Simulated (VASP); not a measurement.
The system is SnTe.

```xyz
4
Lattice="5.1100 0.0000 0.0000 -2.5550 4.4254 0.0000 0.0000 0.0000 8.3446" Properties=species:S:1:pos:R:3 pbc="T T T"
Sn    0.0000    2.9503    0.0000
Sn    2.5550    1.4751    4.1723
Te    0.0000    2.9503    3.1292
Te    2.5550    1.4751    7.3016
```

| Property | Result |
| --- | --- |
| Program | VASP 6.6.1 |
| Task | relaxation of cell and atoms |
| Functional | PBE |
| Potentials or basis | VASP PAW PBE potentials, release 64 (Sn_d, Te) |
| Cutoff | 600 eV |
| k mesh | 5 × 5 × 3 |
| Occupations | gaussian, width 0.02 eV |
| Spin | no spin polarisation |

At the start: pressure -0.4 GPa; volume 47.18 Å³/atom.

**Question.** Where does the relaxation end?

**Answer.** Over 29 steps the energy falls by 100.5 meV/atom and the volume is 41.37 Å³/atom (-12.3 %); space group P6_3mc (No. 186, to 0.05 Å).

Step by step:
```csv
step,energy change (eV),largest force (eV/Å),pressure (GPa),volume (Å³)
1,0.0000,0.0507,-0.43,188.70
2,-0.0097,0.0061,0.02,185.25
3,-0.0104,0.0278,0.17,184.14
4,-0.0151,0.0778,0.14,184.45
5,-0.0231,0.2420,0.06,185.29
6,-0.0265,0.2482,0.01,185.56
7,-0.0367,0.2689,-0.12,186.34
8,-0.0559,0.3142,-0.38,187.81
9,-0.0807,0.4180,-0.87,190.33
10,-0.0845,0.4190,-0.89,190.27
11,-0.0954,0.4231,-0.95,190.10
12,-0.1147,0.4364,-1.07,189.67
13,-0.1371,0.4799,-1.26,188.55
14,-0.1748,0.4527,-1.20,186.15
15,-0.2667,0.3956,-0.88,178.99
16,-0.2621,0.3105,0.98,164.87
17,-0.3031,0.3936,-0.30,172.76
18,-0.3047,0.3731,0.07,169.87
19,-0.3710,0.1742,-0.06,168.17
20,-0.3990,0.0274,0.00,165.96
21,-0.3990,0.0241,0.01,165.88
22,-0.3993,0.0239,0.01,165.84
23,-0.4001,0.0229,0.03,165.70
24,-0.4007,0.0217,0.05,165.42
25,-0.4009,0.0187,0.04,165.46
26,-0.4013,0.0125,0.00,165.59
27,-0.4017,0.0046,-0.08,165.85
28,-0.4018,0.0030,-0.09,165.91
29,-0.4020,0.0028,-0.02,165.49
```

Final structure:
```
Sn Te
1.0
     5.47136    0.00000    0.00000
    -2.73568    4.73834    0.00000
     0.00000    0.00000    6.38326
Sn Te
2 2
Direct
  0.33333 0.66667 0.93979
  0.66667 0.33333 0.43979
  0.33333 0.66667 0.43521
  0.66667 0.33333 0.93521
```
